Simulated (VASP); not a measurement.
Sn: single point with PBE

Sn:

```
Sn
1.0
    -2.97883    2.97883    1.62035
     2.97883   -2.97883    1.62035
     2.97883    2.97883   -1.62035
Sn
2
Direct
  0.75000 0.25000 0.50000
  0.00000 0.00000 0.00000
```

* Program: VASP 6.6.1
* Task: single point
* Functional: PBE
* Potentials or basis: VASP PAW PBE potentials, release 64 (Sn_d)
* Cutoff: 520 eV
* k mesh: 12 × 12 × 12
* Occupations: fermi-dirac, width 0.05 eV
* Spin: no spin polarisation

```yaml
Pressure: -0.7 GPa
Band_gap_on_the_k_mesh: zero (bands 14 and 15 overlap by 3.87 eV)
```

Levels at points of the mesh, in eV from the Fermi level:
```tsv
k point	band 12	band 13	band 14	band 15	band 16	band 17
(0.00, 0.00, 0.00)	-3.81	-1.83	-1.83	3.06	5.93	5.93
(0.50, 0.00, 0.00)	-5.22	-2.34	-1.57	-1.03	2.31	2.72
(0.50, 0.50, 0.00)	-8.59	0.60	0.60	1.47	1.47	5.80
(0.50, 0.50, 0.50)	-7.40	-4.48	-4.48	4.88	4.88	8.82
```

It took 81 s on 1 thread of Intel(R) Xeon(R) 6975P-C (Granite Rapids), on a shared host, peak memory 0.3 GiB.

Caveat: spin-orbit coupling is left out, which moves the levels of the heavy elements.
